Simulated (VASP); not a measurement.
# Ti2Co (Fd-3m) in VASP: a series of runs

Ti2Co is run at these levels: PBEsol; tasks: single point.

All numbers are computed with VASP 6.6.1; they aren't measurements. Logs are shortened: lines on timing, memory, paths and dates and some standing lists are left out, and cuts for length are marked.

## 1. The cell of the first run

Symmetry: Fd-3m, No. 227, cubic system. The conventional cell has a = 6.839 Å, b = 6.839 Å, c = 6.839 Å, α = 90.00°, β = 90.00°, γ = 90.00°. Ti (site symmetry -3m) has 6 Ti at 2.42 Å and 6 Co at 2.84 Å within 3.2 Å. Co (site symmetry -43m) has 12 Ti at 2.84 Å and 4 Co at 2.96 Å within 3.7 Å.

## 2. Single point, PBEsol, collinear spin, ferromagnetic start (equal strain along all axes, cell held: -2.0 %)

Input file INCAR:

```
SYSTEM = Ti2Co
PREC     = Accurate       ! precision mode
ENCUT    = 520            ! plane-wave cutoff, eV
EDIFF    = 1E-6           ! SCF threshold, eV
ISMEAR   = 0              ! smearing method
SIGMA    = 0.1            ! smearing width, eV
LREAL    = .False.        ! projectors in reciprocal space
LASPH    = .True.         ! aspherical terms in the spheres
NELM     = 150            ! most SCF steps
ALGO     = Normal         ! electronic algorithm
ISIF     = 2              ! what is computed and relaxed
LWAVE    = .False.        ! write WAVECAR
LCHARG   = .False.        ! write CHGCAR
ISPIN    = 2              ! spin polarisation
MAGMOM   = 0 0 0 0 1.11 1.11 ! initial moments
LORBIT   = 11             ! projections on sites
LMAXMIX  = 4              ! l up to which the mixer works
GGA      = PS             ! functional
NBANDS   = 46             ! bands
```

Input file KPOINTS:

```
regular mesh
0
Gamma
  10 10 10
  0 0 0
```

Input file POSCAR:

```
Ti2Co
1.0
    0.0000000000      3.4197228516      3.4197228516
    3.4197228516      0.0000000000      3.4197228516
    3.4197228516      3.4197228516      0.0000000000
Ti Co
4 2
Direct
    0.1250000000      0.1250000000      0.1250000000
    0.6250000000      0.1250000000      0.1250000000
    0.1250000000      0.1250000000      0.6250000000
    0.1250000000      0.6250000000      0.1250000000
    0.5000000000      0.5000000000      0.5000000000
    0.7500000000      0.7500000000      0.7500000000
```

Potentials or basis: VASP PAW PBE potentials, release 64 (Ti_sv, Co).

Started as:

```
$ cat potpaw_PBE.64/Ti_sv/POTCAR potpaw_PBE.64/Co/POTCAR > POTCAR
$ mpirun -np 1 vasp_std > vasp.out
```

OUTCAR:

```text
SYSTEM = Ti2Co
   PREC = Accurate
   ENCUT = 520
   EDIFF = 1E-6
   ISMEAR = 0
   LREAL = .False.
   LASPH = .True.
   NELM = 150
   ISIF = 2
   ISPIN = 2
   LORBIT = 11
   GGA = PS

 ion  position               nearest neighbor table
   1  0.125  0.125  0.125-   2 2.42   3 2.42   4 2.42   3 2.42   4 2.42   2 2.42   6 2.84   5 2.84
                             6 2.84   5 2.84   6 2.84   5 2.84
   2  0.625  0.125  0.125-   1 2.42   3 2.42   4 2.42   1 2.42   3 2.42   4 2.42   5 2.84   6 2.84
                             5 2.84   5 2.84   6 2.84   6 2.84
   3  0.125  0.125  0.625-   1 2.42   1 2.42   2 2.42   4 2.42   4 2.42   2 2.42   6 2.84   5 2.84
                             6 2.84   5 2.84   6 2.84   5 2.84
   4  0.125  0.625  0.125-   1 2.42   3 2.42   1 2.42   2 2.42   3 2.42   2 2.42   5 2.84   6 2.84
                             5 2.84   6 2.84   6 2.84   5 2.84
   5  0.500  0.500  0.500-   1 2.84   3 2.84   4 2.84   1 2.84   2 2.84   3 2.84   1 2.84   2 2.84
                             4 2.84   2 2.84   3 2.84   4 2.84   6 2.96   6 2.96   6 2.96   6 2.96
   6  0.750  0.750  0.750-   2 2.84   3 2.84   4 2.84   1 2.84   2 2.84   4 2.84   1 2.84   2 2.84
                             3 2.84   1 2.84   3 2.84   4 2.84   5 2.96   5 2.96   5 2.96   5 2.96

  LATTYP: Found a face centered cubic cell.
 ALAT       =     6.8394457032

  Lattice vectors:

 A1 = (   0.0000000000,   3.4197228516,   3.4197228516)
 A2 = (   3.4197228516,   0.0000000000,   3.4197228516)
 A3 = (   3.4197228516,   3.4197228516,   0.0000000000)

Analysis of symmetry for initial positions (statically):
=====================================================================
 Subroutine PRICEL returns:
 Original cell was already a primitive cell.

 Routine SETGRP: Setting up the symmetry group for a
 face centered cubic supercell.

 Subroutine GETGRP returns: Found 48 space group operations
 (whereof 24 operations were pure point group operations)
 out of a pool of 48 trial point group operations.

The static configuration has the point symmetry T_d .
 The point group associated with its full space group is O_h .

Analysis of symmetry for dynamics (positions and initial velocities):
=====================================================================
 Subroutine PRICEL returns:
 Original cell was already a primitive cell.

 Routine SETGRP: Setting up the symmetry group for a
 face centered cubic supercell.

 Subroutine GETGRP returns: Found 48 space group operations
 (whereof 24 operations were pure point group operations)
 out of a pool of 48 trial point group operations.

The dynamic configuration has the point symmetry T_d .
 The point group associated with its full space group is O_h .

Analysis of structural, dynamic, and magnetic symmetry:
=====================================================================
 Subroutine PRICEL returns:
 Original cell was already a primitive cell.

 Routine SETGRP: Setting up the symmetry group for a
 face centered cubic supercell.

 Subroutine GETGRP returns: Found 48 space group operations
 (whereof 24 operations were pure point group operations)
 out of a pool of 48 trial point group operations.

The overall configuration has the point symmetry T_d .
 The point group associated with its full space group is O_h .

 Subroutine INISYM returns: Found 48 space group operations
 (whereof 24 operations are pure point group operations),
 and found     1 'primitive' translations

----------------------------------------------------------------------------------------

                                     Primitive cell

  volume of cell :      79.9839

  direct lattice vectors                    reciprocal lattice vectors
     0.000000000  3.419722852  3.419722852    -0.146210679  0.146210679  0.146210679
     3.419722852  0.000000000  3.419722852     0.146210679 -0.146210679  0.146210679
     3.419722852  3.419722852  0.000000000     0.146210679  0.146210679 -0.146210679

  length of vectors
     4.836218436  4.836218436  4.836218436     0.253244325  0.253244325  0.253244325

  position of ions in fractional coordinates (direct lattice)
     0.125000000  0.125000000  0.125000000
     0.625000000  0.125000000  0.125000000
     0.125000000  0.125000000  0.625000000
     0.125000000  0.625000000  0.125000000
     0.500000000  0.500000000  0.500000000
     0.750000000  0.750000000  0.750000000

  ion indices of the primitive-cell ions
[... 63 lines left out ...]
   total plane-waves  NPLWV =  46656
   dimension x,y,z NGX =    36 NGY =   36 NGZ =   36
   dimension x,y,z NGXF=    72 NGYF=   72 NGZF=   72
   ions per type =               4   2
   NGX,Y,Z   is equivalent  to a cutoff of  12.38, 12.38, 12.38 a.u.
   NGXF,Y,Z  is equivalent  to a cutoff of  24.75, 24.75, 24.75 a.u.
 SYSTEM =  Ti2Co
   PREC   = accura    normal or accurate (medium, high low for compatibility)
   ISTART =      0    job   : 0-new  1-cont  2-samecut
   ICHARG =      2    charge: 1-file 2-atom 10-const
   ISPIN  =      2    spin polarized calculation?
   LNONCOLLINEAR =      F non collinear calculations
   LSORBIT =      F    spin-orbit coupling
   LASPH  =      T    aspherical Exc in radial PAW
   ENCUT  =  520.0 eV  38.22 Ry    6.18 a.u.   8.99  8.99  8.99*2*pi/ulx,y,z
   NELM   =    150;   NELMIN=  2; NELMDL= -5     # of ELM steps
   EDIFF  = 0.1E-05   stopping-criterion for ELM
   LREAL  =      F    real-space projection
   EDIFFG = 0.1E-04   stopping-criterion for IOM
   NSW    =      0    number of steps for IOM
   IBRION =     -1    ionic relax: 0-MD 1-quasi-New 2-CG
   NFREE  =      0    steps in history (QN), initial steepest desc. (CG)
   ISIF   =      2    stress and relaxation
   ISYM   =      2    0-nonsym 1-usesym 2-fastsym
   POTIM  = 0.5000    time-step for ionic-motion
   TEBEG  =    0.0;   TEEND  =   0.0 temperature during run
   PSTRESS=    0.0 pullay stress
   NELECT =      66.0000    total number of electrons
   NUPDOWN=      -1.0000    fix difference up-down
   EMIN   =  10.00;   EMAX   =-10.00  energy-range for DOS
   EFERMI =   0.00;   METHOD = LEGACY
   ISMEAR =     0;   SIGMA  =   0.10  broadening in eV -4-tet -1-fermi 0-gaus
   EFERMI_NEDOS =   21; number of points for ismear=-14 and -15
   IALGO  =     38    algorithm
   IMIX   =      4    mixing-type and parameters
     AMIX     =   0.40;   BMIX     =  1.00
     AMIX_MAG =   1.60;   BMIX_MAG =  1.00
  volume/ion in A,a.u.               =      13.33        89.96
  Fermi-wavevector in a.u.,A,eV,Ry     =   1.535519  2.901710 32.080075  2.357819
  Thomas-Fermi vector in A             =   2.642296
   LORBIT       =     11    0 simple, 1 ext, 2 COOP (PROOUT), +10 PAW based schemes
   GGA     = PS    functional components
   LHFCALC =     F    Hartree Fock is set to
   AEXX    =    0.0000 exact exchange contribution
   IVDW    =     0    specifies the selected vdW correction
   LEPSILON=     F    determine dielectric tensor
   LRPA    =     F    only Hartree local field effects (RPA)
 spin polarized calculation
 Gauss-broadening in eV      SIGMA  =   0.10
  energy-cutoff  :      520.00
  volume of cell :       79.98
 maximum number of plane-waves:      2182
   NGX = 17   NGY = 17   NGZ = 17

 number of electron      65.9999998 magnetization       1.4452324

 Free energy of the ion-electron system (eV)
  ---------------------------------------------------
  ext. energy  EPLUGINS =         0.00000000
  ---------------------------------------------------
  free energy    TOTEN  =       -46.13274576 eV

  energy without entropy =      -46.08347854  energy(sigma->0) =      -46.10811215

 E-fermi :   9.4639     XC(G=0): -12.7461

 val. band max:        9.4627682284   @ k =  -0.2000   0.2000   0.0000
 cond. band min:       9.4644845220   @ k =  -0.3000   0.4000   0.1000
 fundamental gap:      0.0017162936
 Fermi energy:         9.4639058882

 spin component 1

 k-point     1 :       0.0000    0.0000    0.0000
  band No.  band energies     occupation
      1     -46.6410      1.00000
      2     -46.0278      1.00000
      3     -46.0278      1.00000
      4     -46.0278      1.00000
      5     -24.6140      1.00000
      6     -23.3286      1.00000
[... 1141 lines left out ...]
     44      12.7393      0.00000
     45      13.4342      0.00000

 [... further k-points ...]

 spin component 2

 k-point     1 :       0.0000    0.0000    0.0000
  band No.  band energies     occupation
      1     -46.6060      1.00000
      2     -45.9947      1.00000
      3     -45.9947      1.00000
      4     -45.9947      1.00000
      5     -24.5438      1.00000
      6     -23.2972      1.00000
[... 1141 lines left out ...]
     44      12.8449      0.00000
     45      13.4561      0.00000

 [... further k-points ...]

 [bands above 45 left out]

------------------------ aborting loop because EDIFF is reached ----------------------------------------

  FORCE on cell =-STRESS in cart. coord.  units (eV):
  Direction    XX          YY          ZZ          XY          YZ          ZX
  --------------------------------------------------------------------------------------
  -------------------------------------------------------------------------------------
  Total        3.7596900      3.7596900      3.7596900      0.0000000      0.0000000      0.0000000
  in kB       75.3112567     75.3112567     75.3112567      0.0000000      0.0000000      0.0000000
  external PRESSURE =      75.3112567 kB  Pullay stress =       0.0000000 kB

 VOLUME and BASIS-vectors are now :
 -----------------------------------------------------------------------------
  energy-cutoff  :      520.00
  volume of cell :       79.98
      direct lattice vectors                 reciprocal lattice vectors
     0.000000000  3.419722852  3.419722852    -0.146210679  0.146210679  0.146210679
     3.419722852  0.000000000  3.419722852     0.146210679 -0.146210679  0.146210679
     3.419722852  3.419722852  0.000000000     0.146210679  0.146210679 -0.146210679

 POSITION                                       TOTAL-FORCE (eV/Angst)
 -----------------------------------------------------------------------------------
      0.85493      0.85493      0.85493        -0.000000     -0.000000      0.000000
      0.85493      2.56479      2.56479        -0.000000     -0.000000      0.000000
      2.56479      2.56479      0.85493        -0.000000     -0.000000      0.000000
      2.56479      0.85493      2.56479        -0.000000     -0.000000      0.000000
      3.41972      3.41972      3.41972        -0.000000     -0.000000     -0.000000
      5.12958      5.12958      5.12958         0.000000      0.000000      0.000000
 -----------------------------------------------------------------------------------
    total drift:                                0.000000      0.000000      0.000000

  FREE ENERGIE OF THE ION-ELECTRON SYSTEM (eV)
  ---------------------------------------------------
  free  energy   TOTEN  =       -46.1327457606 eV

  energy  without entropy=      -46.0834785395  energy(sigma->0) =      -46.10811215

 total charge

# of ion       s       p       d       tot
------------------------------------------
    1        2.297   6.142   2.267  10.707
    2        2.297   6.142   2.267  10.707
    3        2.297   6.142   2.267  10.707
    4        2.297   6.142   2.267  10.707
    5        0.437   0.428   7.183   8.048
    6        0.437   0.428   7.183   8.048
--------------------------------------------------
tot         10.063  25.425  23.434  58.922

 magnetization (x)

# of ion       s       p       d       tot
------------------------------------------
    1       -0.000  -0.007   0.042   0.035
    2       -0.000  -0.007   0.042   0.035
    3       -0.000  -0.007   0.042   0.035
    4       -0.000  -0.007   0.042   0.035
    5        0.004  -0.006   0.707   0.705
    6        0.004  -0.006   0.707   0.705
--------------------------------------------------
tot          0.007  -0.039   1.583   1.551
```

It took 6.9 min on 1 thread of Intel Xeon Platinum 8259CL at 2.50GHz (Skylake/Cascade Lake), shared host; peak memory 0.4 GiB.

Results:

| Quantity | Value |
| --- | --- |
| Free energy | -46.1327 eV |
| Pressure | 7.5 GPa |
| Net moment | 1.45 μB per cell |
| Site moments | Ti +0.04; Co +0.70 μB |
| Valence electrons inside the program's atomic spheres | Ti 10.71; Co 8.05 |

Caveat: the cell differs from its parent crystal (equal strain along all axes, cell held: -2.0 %); the cell stands under pressure; the PAW data sets were made with another functional, which shifts forces and pressure a little.

## 3. Single point, PBEsol, collinear spin, ferromagnetic start (13.31 Å³/atom)

INCAR: that of step 2 with these lines changed.

```diff
@@ -3,3 +3,3 @@
 ENCUT    = 520            ! plane-wave cutoff, eV
-EDIFF    = 1E-6           ! SCF threshold, eV
+EDIFF    = 1E-7           ! SCF threshold, eV
 ISMEAR   = 0              ! smearing method
@@ -9,3 +9,3 @@
 NELM     = 150            ! most SCF steps
-ALGO     = Normal         ! electronic algorithm
+ALGO     = Fast           ! electronic algorithm
 ISIF     = 2              ! what is computed and relaxed
```

Input file KPOINTS:

```
Automatic mesh
0
Gamma
  10 10 10
  0 0 0
```

Input file POSCAR:

```
Ti2Co
1.0
    0.0000000000      3.4182784555      3.4182784555
    3.4182784555      0.0000000000      3.4182784555
    3.4182784555      3.4182784555      0.0000000000
Ti Co
4 2
Direct
    0.6250000000      0.6250000000      0.6250000000
    0.1250000000      0.6250000000      0.6250000000
    0.6250000000      0.6250000000      0.1250000000
    0.6250000000      0.1250000000      0.6250000000
    0.0000000000      0.0000000000      0.0000000000
    0.2500000000      0.2500000000      0.2500000000
```

Potentials or basis: VASP PAW PBE potentials, release 64 (Ti_sv, Co).

Started as:

```
$ cat potpaw_PBE.64/Ti_sv/POTCAR potpaw_PBE.64/Co/POTCAR > POTCAR
$ mpirun -np 1 vasp_std > vasp.out
```

OUTCAR:

```text
SYSTEM = Ti2Co
   PREC = Accurate
   ENCUT = 520
   EDIFF = 1E-7
   ISMEAR = 0
   LREAL = .False.
   LASPH = .True.
   NELM = 150
   ISIF = 2
   ISPIN = 2
   LORBIT = 11
   GGA = PS

 ion  position               nearest neighbor table
   1  0.625  0.625  0.625-   2 2.42   3 2.42   4 2.42   3 2.42   4 2.42   2 2.42   6 2.83   5 2.83
                             6 2.83   5 2.83   6 2.83   5 2.83
   2  0.125  0.625  0.625-   1 2.42   3 2.42   4 2.42   1 2.42   3 2.42   4 2.42   5 2.83   6 2.83
                             5 2.83   5 2.83   6 2.83   6 2.83
   3  0.625  0.625  0.125-   1 2.42   1 2.42   2 2.42   4 2.42   4 2.42   2 2.42   6 2.83   5 2.83
                             6 2.83   5 2.83   6 2.83   5 2.83
   4  0.625  0.125  0.625-   1 2.42   3 2.42   1 2.42   2 2.42   3 2.42   2 2.42   5 2.83   6 2.83
                             5 2.83   6 2.83   6 2.83   5 2.83
   5  0.000  0.000  0.000-   1 2.83   3 2.83   4 2.83   1 2.83   2 2.83   3 2.83   1 2.83   2 2.83
                             4 2.83   2 2.83   3 2.83   4 2.83   6 2.96   6 2.96   6 2.96   6 2.96
   6  0.250  0.250  0.250-   2 2.83   3 2.83   4 2.83   1 2.83   2 2.83   4 2.83   1 2.83   2 2.83
                             3 2.83   1 2.83   3 2.83   4 2.83   5 2.96   5 2.96   5 2.96   5 2.96

  LATTYP: Found a face centered cubic cell.
 ALAT       =     6.8365569110
[... 2535 lines left out ...]
  in kB       80.5202457     80.5202457     80.5202457      0.0000000      0.0000000     -0.0000000
  external PRESSURE =      80.5202457 kB  Pullay stress =       0.0000000 kB

 VOLUME and BASIS-vectors are now :
 -----------------------------------------------------------------------------
  energy-cutoff  :      520.00
  volume of cell :       79.88
      direct lattice vectors                 reciprocal lattice vectors
     0.000000000  3.418278455  3.418278455    -0.146272460  0.146272460  0.146272460
     3.418278455  0.000000000  3.418278455     0.146272460 -0.146272460  0.146272460
     3.418278455  3.418278455  0.000000000     0.146272460  0.146272460 -0.146272460

 POSITION                                       TOTAL-FORCE (eV/Angst)
 -----------------------------------------------------------------------------------
      4.27285      4.27285      4.27285         0.000000      0.000000     -0.000000
      4.27285      2.56371      2.56371         0.000000      0.000000     -0.000000
      2.56371      2.56371      4.27285         0.000000      0.000000     -0.000000
      2.56371      4.27285      2.56371         0.000000      0.000000     -0.000000
      0.00000      0.00000      0.00000         0.000000      0.000000      0.000000
      1.70914      1.70914      1.70914        -0.000000     -0.000000     -0.000000
 -----------------------------------------------------------------------------------
    total drift:                               -0.000000      0.000000      0.000000

  FREE ENERGIE OF THE ION-ELECTRON SYSTEM (eV)
  ---------------------------------------------------
  free  energy   TOTEN  =       -46.1276670907 eV

  energy  without entropy=      -46.0785450735  energy(sigma->0) =      -46.10310608

 total charge

# of ion       s       p       d       tot
------------------------------------------
    1        2.297   6.143   2.268  10.708
    2        2.297   6.143   2.268  10.708
    3        2.297   6.143   2.268  10.708
    4        2.297   6.143   2.268  10.708
    5        0.438   0.429   7.185   8.051
    6        0.438   0.429   7.185   8.051
--------------------------------------------------
tot         10.064  25.428  23.442  58.935

 magnetization (x)

# of ion       s       p       d       tot
------------------------------------------
    1       -0.000  -0.006   0.042   0.035
    2       -0.000  -0.006   0.042   0.035
    3       -0.000  -0.006   0.042   0.035
    4       -0.000  -0.006   0.042   0.035
    5        0.004  -0.006   0.702   0.700
    6        0.004  -0.006   0.702   0.700
--------------------------------------------------
tot          0.007  -0.039   1.573   1.542
```

Run time: 22 min. Hardware: 1 thread of Intel Xeon 6975P-C (Granite Rapids), shared host; peak memory 0.41 GiB.

What came out:

```yaml
Free_energy: -46.1277 eV
Pressure: 8.1 GPa
Net_moment: 1.44 μB per cell
Site_moments: Ti +0.04; Co +0.70 μB
Valence_electrons_inside_the_program's_atomic_spheres: Ti 10.71; Co 8.05
```

Caveat: the cell stands under pressure; the PAW data sets were made with another functional, which shifts forces and pressure a little.
